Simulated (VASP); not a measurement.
# MgO (P6_3mc) in VASP: notebook

MgO is run at these levels: PBEsol; tasks: single point.

All numbers are computed with VASP 6.6.1; they aren't measurements. Logs are shortened: lines on timing, memory, paths and dates and some standing lists are left out, and cuts for length are marked.

**1. The cell of the first run**

Symmetry: P6_3mc, No. 186, hexagonal system. The conventional cell has a = 3.308 Å, b = 3.308 Å, c = 4.983 Å, α = 90.00°, β = 90.00°, γ = 120.00°. Mg (site symmetry 3m) has 4 O at 1.97 to 1.99 Å within 2.6 Å. Within 2.6 Å of O (site symmetry 3m) lie 4 Mg at 1.97 to 1.99 Å.

**2. Single point, PBEsol**

Contents of INCAR:

```
ALGO = Normal
EDIFF = 1E-6
ENCUT = 600
GGA = PS
GGA_COMPAT = False
ISIF = 2
ISMEAR = 0
LASPH = True
LCHARG = True
LELF = True
LREAL = False
LVHAR = True
LWAVE = False
NBANDS = 16
NELM = 120
PREC = Accurate
SIGMA = 0.01
```

Contents of KPOINTS:

```
k-points
0
Gamma
  3 3 2
```

Contents of POSCAR:

```
MgO
1.0
    3.3077870000      0.0000000000      0.0000000000
   -1.6538935000      2.8646275723      0.0000000000
    0.0000000000      0.0000000000      4.9828820000
Mg O
2 2
Direct
    0.3333330000      0.6666670000      0.0021600000
    0.6666670000      0.3333330000      0.5021600000
    0.3333330000      0.6666670000      0.4024400000
    0.6666670000      0.3333330000      0.9024400000
```

Potentials or basis: VASP PAW PBE potentials, release 64 (Mg, O).

Started as:

```console
$ cat potpaw_PBE.64/Mg/POTCAR potpaw_PBE.64/O/POTCAR > POTCAR
$ mpirun -np 1 vasp_std > vasp.out
```

OUTCAR:

```text
EDIFF = 1E-6
   ENCUT = 600
   GGA = PS
   ISIF = 2
   ISMEAR = 0
   LASPH = True
   LREAL = False
   NELM = 120
   PREC = Accurate

 ion  position               nearest neighbor table
   1  0.333  0.667  0.002-   4 1.97   4 1.97   4 1.97   3 1.99   2 3.14   2 3.14   2 3.14   2 3.14
                             2 3.14   2 3.14
   2  0.667  0.333  0.502-   3 1.97   3 1.97   3 1.97   4 1.99   1 3.14   1 3.14   1 3.14   1 3.14
                             1 3.14   1 3.14
   3  0.333  0.667  0.402-   2 1.97   2 1.97   2 1.97   1 1.99
   4  0.667  0.333  0.902-   1 1.97   1 1.97   1 1.97   2 1.99

  LATTYP: Found a hexagonal cell.
 ALAT       =     3.3077870000
 C/A-ratio  =     1.5064095723

  Lattice vectors:

 A1 = (   3.3077870000,   0.0000000000,   0.0000000000)
 A2 = (  -1.6538935000,   2.8646275723,   0.0000000000)
 A3 = (   0.0000000000,   0.0000000000,   4.9828820000)

Analysis of symmetry for initial positions (statically):
=====================================================================
 Subroutine PRICEL returns:
 Original cell was already a primitive cell.

 Routine SETGRP: Setting up the symmetry group for a
 hexagonal supercell.

 Subroutine GETGRP returns: Found 12 space group operations
 (whereof  6 operations were pure point group operations)
 out of a pool of 24 trial point group operations.

The static configuration has the point symmetry C_3v.
 The point group associated with its full space group is C_6v.

Analysis of symmetry for dynamics (positions and initial velocities):
=====================================================================
 Subroutine PRICEL returns:
 Original cell was already a primitive cell.

 Routine SETGRP: Setting up the symmetry group for a
 hexagonal supercell.

 Subroutine GETGRP returns: Found 12 space group operations
 (whereof  6 operations were pure point group operations)
 out of a pool of 24 trial point group operations.

The dynamic configuration has the point symmetry C_3v.
 The point group associated with its full space group is C_6v.

 Subroutine INISYM returns: Found 12 space group operations
 (whereof  6 operations are pure point group operations),
 and found     1 'primitive' translations

----------------------------------------------------------------------------------------

                                     Primitive cell

  volume of cell :      47.2157

  direct lattice vectors                    reciprocal lattice vectors
     3.307787000  0.000000000  0.000000000     0.302316927  0.174542759  0.000000000
    -1.653893500  2.864627572  0.000000000     0.000000000  0.349085518  0.000000000
     0.000000000  0.000000000  4.982882000     0.000000000  0.000000000  0.200687072

  length of vectors
     3.307787000  3.307787000  4.982882000     0.349085518  0.349085518  0.200687072

  position of ions in fractional coordinates (direct lattice)
     0.333333000  0.666667000  0.002160000
     0.666667000  0.333333000  0.502160000
     0.333333000  0.666667000  0.402440000
     0.666667000  0.333333000  0.902440000

  ion indices of the primitive-cell ions
   primitive index   ion index
                 1           1
                 2           2
                 3           3
                 4           4

----------------------------------------------------------------------------------------

 KPOINTS: k-points

Automatic generation of k-mesh.
 Grid dimensions read from file:
 generate k-points for:    3    3    2

 Generating k-lattice:

  Cartesian coordinates                     Fractional coordinates (reciprocal lattice)
     0.100772309  0.058180920  0.000000000     0.333333333 -0.000000000  0.000000000
     0.000000000  0.116361839  0.000000000     0.000000000  0.333333333  0.000000000
     0.000000000  0.000000000  0.100343536     0.000000000  0.000000000  0.500000000

  Length of vectors
     0.116361839  0.116361839  0.100343536

  Shift w.r.t. Gamma in fractional coordinates (k-lattice)
     0.000000000  0.000000000  0.000000000

 Subroutine IBZKPT returns following result:
 ===========================================

 Found      6 irreducible k-points:

 Following reciprocal coordinates:
            Coordinates               Weight
  0.000000  0.000000  0.000000      1.000000
  0.333333  0.000000  0.000000      6.000000
  0.333333  0.333333  0.000000      2.000000
  0.000000  0.000000  0.500000      1.000000
  0.333333  0.000000  0.500000      6.000000
  0.333333  0.333333  0.500000      2.000000
   k-points           NKPTS =      6   k-points in BZ     NKDIM =      6   number of bands    NBANDS=     16
   number of dos      NEDOS =    301   number of ions     NIONS =      4
   total plane-waves  NPLWV =  31360
   dimension x,y,z NGX =    28 NGY =   28 NGZ =   40
   dimension x,y,z NGXF=    56 NGYF=   56 NGZF=   80
   ions per type =               2   2
   NGX,Y,Z   is equivalent  to a cutoff of  14.07, 14.07, 13.35 a.u.
   NGXF,Y,Z  is equivalent  to a cutoff of  28.15, 28.15, 26.69 a.u.
 SYSTEM =  unknown system
   PREC   = accura    normal or accurate (medium, high low for compatibility)
   ISTART =      0    job   : 0-new  1-cont  2-samecut
   ICHARG =      2    charge: 1-file 2-atom 10-const
   ISPIN  =      1    spin polarized calculation?
   LNONCOLLINEAR =      F non collinear calculations
   LSORBIT =      F    spin-orbit coupling
   LASPH  =      T    aspherical Exc in radial PAW
   ENCUT  =  600.0 eV  44.10 Ry    6.64 a.u.   6.61  6.61  9.95*2*pi/ulx,y,z
   NELM   =    120;   NELMIN=  2; NELMDL= -5     # of ELM steps
   EDIFF  = 0.1E-05   stopping-criterion for ELM
   LREAL  =      F    real-space projection
   EDIFFG = 0.1E-04   stopping-criterion for IOM
   NSW    =      0    number of steps for IOM
   IBRION =     -1    ionic relax: 0-MD 1-quasi-New 2-CG
   NFREE  =      0    steps in history (QN), initial steepest desc. (CG)
   ISIF   =      2    stress and relaxation
   ISYM   =      2    0-nonsym 1-usesym 2-fastsym
   POTIM  = 0.5000    time-step for ionic-motion
   TEBEG  =    0.0;   TEEND  =   0.0 temperature during run
   PSTRESS=    0.0 pullay stress
   NELECT =      16.0000    total number of electrons
   NUPDOWN=      -1.0000    fix difference up-down
   EMIN   =  10.00;   EMAX   =-10.00  energy-range for DOS
   EFERMI =   0.00;   METHOD = LEGACY
   ISMEAR =     0;   SIGMA  =   0.01  broadening in eV -4-tet -1-fermi 0-gaus
   EFERMI_NEDOS =   21; number of points for ismear=-14 and -15
   IALGO  =     38    algorithm
   IMIX   =      4    mixing-type and parameters
     AMIX     =   0.40;   BMIX     =  1.00
     AMIX_MAG =   1.60;   BMIX_MAG =  1.00
  volume/ion in A,a.u.               =      11.80        79.66
  Fermi-wavevector in a.u.,A,eV,Ry     =   1.141351  2.156841 17.724080  1.302683
  Thomas-Fermi vector in A             =   2.278052
   LORBIT       =      0    0 simple, 1 ext, 2 COOP (PROOUT), +10 PAW based schemes
   GGA     = PS    functional components
   LHFCALC =     F    Hartree Fock is set to
   AEXX    =    0.0000 exact exchange contribution
   IVDW    =     0    specifies the selected vdW correction
   LEPSILON=     F    determine dielectric tensor
   LRPA    =     F    only Hartree local field effects (RPA)
 non-spin polarized calculation
 Gauss-broadening in eV      SIGMA  =   0.01
  energy-cutoff  :      600.00
  volume of cell :       47.22
 maximum number of plane-waves:      1580
 NGX is ok and might be reduce to    28
   NGX = 13   NGY = 13   NGZ = 19

 number of electron      15.9999997 magnetization

 Free energy of the ion-electron system (eV)
  ---------------------------------------------------
  ext. energy  EPLUGINS =         0.00000000
  ---------------------------------------------------
  free energy    TOTEN  =       -24.51895666 eV

  energy without entropy =      -24.51895666  energy(sigma->0) =      -24.51895666

 E-fermi :   1.1518     XC(G=0):  -9.9737

 val. band max:        1.0517157330   @ k =   0.0000   0.0000   0.0000
 cond. band min:       4.3851079863   @ k =   0.0000   0.0000   0.0000
 fundamental gap:      3.3333922534
 Fermi energy:         1.1518203878

 k-point     1 :       0.0000    0.0000    0.0000
  band No.  band energies     occupation
      1     -15.1462      2.00000
      2     -14.3136      2.00000
      3      -2.2914      2.00000
      4       0.2564      2.00000
      5       0.2564      2.00000
      6       0.6025      2.00000
[... 8 lines left out ...]
     15      17.3684      0.00000
     16      17.3684      0.00000

 k-point     2 :       0.3333    0.0000    0.0000
  band No.  band energies     occupation
      1     -14.6948      2.00000
      2     -14.2140      2.00000
      3      -1.6359      2.00000
      4      -1.3244      2.00000
      5      -0.8296      2.00000
      6      -0.1692      2.00000
[... 8 lines left out ...]
     15      15.3424      0.00000
     16      16.4946      0.00000

 k-point     3 :       0.3333    0.3333    0.0000
  band No.  band energies     occupation
      1     -14.3107      2.00000
      2     -14.3106      2.00000
      3      -1.7844      2.00000
      4      -0.9296      2.00000
      5      -0.9296      2.00000
      6      -0.2637      2.00000
[... 8 lines left out ...]
     15      14.0992      0.00000
     16      17.8736      0.00000

 k-point     4 :       0.0000    0.0000    0.5000
  band No.  band energies     occupation
      1     -14.7466      2.00000
      2     -14.7466      2.00000
      3      -1.0158      2.00000
      4      -1.0158      2.00000
      5       0.4255      2.00000
      6       0.4255      2.00000
[... 8 lines left out ...]
     15      15.4745      0.00000
     16      15.4746      0.00000

 k-point     5 :       0.3333    0.0000    0.5000
  band No.  band energies     occupation
      1     -14.4523      2.00000
      2     -14.4523      2.00000
      3      -1.8382      2.00000
      4      -1.8382      2.00000
      5       0.1766      2.00000
      6       0.1766      2.00000
[... 8 lines left out ...]
     15      15.9816      0.00000
     16      15.9816      0.00000

 k-point     6 :       0.3333    0.3333    0.5000
  band No.  band energies     occupation
      1     -14.2994      2.00000
      2     -14.2994      2.00000
      3      -1.6307      2.00000
      4      -1.6307      2.00000
      5      -1.1113      2.00000
      6      -1.1113      2.00000
[... 8 lines left out ...]
     15      16.8255      0.00000
     16      16.8255      0.00000

------------------------ aborting loop because EDIFF is reached ----------------------------------------

  FORCE on cell =-STRESS in cart. coord.  units (eV):
  Direction    XX          YY          ZZ          XY          YZ          ZX
  --------------------------------------------------------------------------------------
  -------------------------------------------------------------------------------------
  Total        0.0092195      0.0092195     -0.1022179      0.0000000      0.0000000     -0.0000000
  in kB        0.3128458      0.3128458     -3.4685745      0.0000000      0.0000000     -0.0000000
  external PRESSURE =      -0.9476276 kB  Pullay stress =       0.0000000 kB

 VOLUME and BASIS-vectors are now :
 -----------------------------------------------------------------------------
  energy-cutoff  :      600.00
  volume of cell :       47.22
      direct lattice vectors                 reciprocal lattice vectors
     3.307787000  0.000000000  0.000000000     0.302316927  0.174542759  0.000000000
    -1.653893500  2.864627572  0.000000000     0.000000000  0.349085518  0.000000000
     0.000000000  0.000000000  4.982882000     0.000000000  0.000000000  0.200687072

 POSITION                                       TOTAL-FORCE (eV/Angst)
 -----------------------------------------------------------------------------------
     -0.00000      1.90975      0.01076         0.000000     -0.000000     -0.000063
      1.65390      0.95487      2.50220         0.000000     -0.000000     -0.000063
     -0.00000      1.90975      2.00531         0.000000     -0.000000      0.000063
      1.65390      0.95487      4.49675        -0.000000      0.000000      0.000063
 -----------------------------------------------------------------------------------
    total drift:                               -0.001682      0.000971      0.001794

  FREE ENERGIE OF THE ION-ELECTRON SYSTEM (eV)
  ---------------------------------------------------
  free  energy   TOTEN  =       -24.5189566598 eV

  energy  without entropy=      -24.5189566598  energy(sigma->0) =      -24.51895666
```

Wall time 14 s (1 thread of Intel Xeon 8259CL, shared host); peak memory 0.17 GiB.

Results:

| Property | Result |
| --- | --- |
| Free energy | -24.5190 eV |
| Pressure | -0.1 GPa |
| Band gap on the k mesh | 3.33 eV, direct |

Caveat: the k points lie up to 0.73 Å⁻¹ apart; the PAW data sets were made with another functional, which shifts forces and pressure a little. A hybrid or GW would open this gap; PBEsol tends to underestimate it.

**3. Single point, PBEsol**

Contents of INCAR:

```
PREC     = Accurate       # precision mode
ENCUT    = 600            # plane-wave cutoff, eV
EDIFF    = 1E-6           # SCF threshold, eV
ISMEAR   = 0              # smearing method
SIGMA    = 0.01           # smearing width, eV
LREAL    = False          # projectors in reciprocal space
LASPH    = True           # aspherical terms in the spheres
NELM     = 120            # most SCF steps
ALGO     = Normal         # electronic algorithm
ISIF     = 2              # what is computed and relaxed
LWAVE    = False          # write WAVECAR
LCHARG   = False          # write CHGCAR
GGA      = PS             # functional
NBANDS   = 16             # bands
GGA_COMPAT= False
```

Contents of KPOINTS:

```
regular mesh
0
Gamma
  4 4 3
```

POSCAR is that of step 2.

Potentials or basis: VASP PAW PBE potentials, release 64 (Mg, O).

Started as:

```console
$ cat potpaw_PBE.64/Mg/POTCAR potpaw_PBE.64/O/POTCAR > POTCAR
$ mpirun -np 1 vasp_std > vasp.out
```

OUTCAR:

```text
PREC = Accurate
   ENCUT = 600
   EDIFF = 1E-6
   ISMEAR = 0
   LREAL = False
   LASPH = True
   NELM = 120
   ISIF = 2
   GGA = PS

 ion  position               nearest neighbor table
   1  0.333  0.667  0.002-   4 1.97   4 1.97   4 1.97   3 1.99   2 3.14   2 3.14   2 3.14   2 3.14
                             2 3.14   2 3.14
   2  0.667  0.333  0.502-   3 1.97   3 1.97   3 1.97   4 1.99   1 3.14   1 3.14   1 3.14   1 3.14
                             1 3.14   1 3.14
   3  0.333  0.667  0.402-   2 1.97   2 1.97   2 1.97   1 1.99
   4  0.667  0.333  0.902-   1 1.97   1 1.97   1 1.97   2 1.99

  LATTYP: Found a hexagonal cell.
 ALAT       =     3.3077870000
 C/A-ratio  =     1.5064095723

  Lattice vectors:

 A1 = (   3.3077870000,   0.0000000000,   0.0000000000)
 A2 = (  -1.6538935000,   2.8646275723,   0.0000000000)
 A3 = (   0.0000000000,   0.0000000000,   4.9828820000)

Analysis of symmetry for initial positions (statically):
=====================================================================
 Subroutine PRICEL returns:
 Original cell was already a primitive cell.

[... 162 lines left out ...]
 cond. band min:       4.3774636899   @ k =   0.0000   0.0000   0.0000
 fundamental gap:      3.3430624959
 Fermi energy:         1.1103934847

 k-point     1 :       0.0000    0.0000    0.0000
  band No.  band energies     occupation
      1     -15.1633      2.00000
      2     -14.3322      2.00000
      3      -2.3028      2.00000
      4       0.2390      2.00000
      5       0.2390      2.00000
      6       0.5844      2.00000
[... 129 lines left out ...]
      3      -1.7881      2.00000
      4      -1.7392      2.00000
      5      -0.7793      2.00000
      6      -0.3686      2.00000
[... 8 lines left out ...]
     15      15.0318      0.00000
     16      18.0540      0.00000

------------------------ aborting loop because EDIFF is reached ----------------------------------------

  FORCE on cell =-STRESS in cart. coord.  units (eV):
  Direction    XX          YY          ZZ          XY          YZ          ZX
  --------------------------------------------------------------------------------------
  -------------------------------------------------------------------------------------
  Total       -0.0310870     -0.0310870     -0.0319318      0.0000000      0.0000000      0.0000000
  in kB       -1.0548811     -1.0548811     -1.0835452      0.0000000      0.0000000      0.0000000
  external PRESSURE =      -1.0644358 kB  Pullay stress =       0.0000000 kB

 VOLUME and BASIS-vectors are now :
 -----------------------------------------------------------------------------
  energy-cutoff  :      600.00
  volume of cell :       47.22
      direct lattice vectors                 reciprocal lattice vectors
     3.307787000  0.000000000  0.000000000     0.302316927  0.174542759  0.000000000
    -1.653893500  2.864627572  0.000000000     0.000000000  0.349085518  0.000000000
     0.000000000  0.000000000  4.982882000     0.000000000  0.000000000  0.200687072

 POSITION                                       TOTAL-FORCE (eV/Angst)
 -----------------------------------------------------------------------------------
     -0.00000      1.90975      0.01076        -0.000000     -0.000000      0.008074
      1.65390      0.95487      2.50220         0.000000     -0.000000      0.008074
     -0.00000      1.90975      2.00531        -0.000000      0.000000     -0.008074
      1.65390      0.95487      4.49675         0.000000     -0.000000     -0.008074
 -----------------------------------------------------------------------------------
    total drift:                               -0.001682      0.000971      0.001742

  FREE ENERGIE OF THE ION-ELECTRON SYSTEM (eV)
  ---------------------------------------------------
  free  energy   TOTEN  =       -24.5512073365 eV

  energy  without entropy=      -24.5512073365  energy(sigma->0) =      -24.55120734
```

stdout:

```text
POSCAR found type information on POSCAR MgO
 POSCAR found :  2 types and       4 ions
 scaLAPACK will be used
 -----------------------------------------------------------------------------
|                                                                             |
|                                                                             |
|     You enforced a specific xc type in the INCAR file but a different       |
|     I HOPE YOU KNOW WHAT YOU ARE DOING!                                     |
|                                                                             |
 -----------------------------------------------------------------------------

 LDA part: xc-table for (Slater+PW92), standard interpolation
 POSCAR, INCAR and KPOINTS ok, starting setup
 FFT: planning ... GRIDC
 FFT: planning ... GRID_SOFT
 FFT: planning ... GRID
 WAVECAR not read
 entering main loop
```

Run time: 15 s. Hardware: 1 thread of Intel Xeon 8259CL, shared host; peak memory 0.17 GiB.

What came out:

```yaml
Free_energy: -24.5512 eV
Pressure: -0.1 GPa
Largest_force: 0.008 eV/Å
Band_gap_on_the_k_mesh: 3.34 eV, direct
```

Forces on the atoms (eV/Å):
```
Mg   0.000  0.000  0.008
Mg   0.000  0.000  0.008
O    0.000  0.000 -0.008
O    0.000  0.000 -0.008
```

Caveat: the k points lie up to 0.55 Å⁻¹ apart; the PAW data sets were made with another functional, which shifts forces and pressure a little. A hybrid or GW would open this gap; PBEsol tends to underestimate it.
